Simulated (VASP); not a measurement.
Ba3Sn (L12 type), 4 atoms in the cell. The structure is cubic, space group Pm-3m (No. 221). Conventional cell: a = 5.337 Å, b = 5.337 Å, c = 5.337 Å, α = 90.00°, β = 90.00°, γ = 90.00°. Within 5.0 Å of Sn (site symmetry m-3m) lie 12 Ba at 3.77 Å. Within 5.0 Å of Ba (site symmetry 4/mmm) lie 4 Sn at 3.77 Å and 8 Ba at 3.77 Å. 

```yaml
Program: VASP 6.6.1
Task: single point
Functional: LDA
Potentials_or_basis: VASP PAW LDA potentials, release 64 (Sn_d, Ba_sv)
Cutoff: 520 eV
k_mesh: 6 × 6 × 6
Occupations: fermi-dirac, width 0.05 eV
Spin: no spin polarisation
Dipole_correction: no
Further_INCAR_settings: ALGO = Normal; EDIFF = 1e-06; NBANDS = 30
```

Potentials or basis: VASP PAW LDA potentials, release 64 (Sn_d, Ba_sv).

Run with:

```console
$ cat potpaw_LDA.64/Sn_d/POTCAR potpaw_LDA.64/Ba_sv/POTCAR > POTCAR
$ mpirun -np 1 vasp_std > vasp.out
```

Hardware: 1 thread of Intel Xeon 8259CL, on a shared host.

Q: Estimate the wall time of this run.

A: Run time: 2.3 min on 1 thread of Intel Xeon 8259CL, with other jobs on the host, peak memory 0.25 GiB. Counts: scf iterations 11, k points 20.
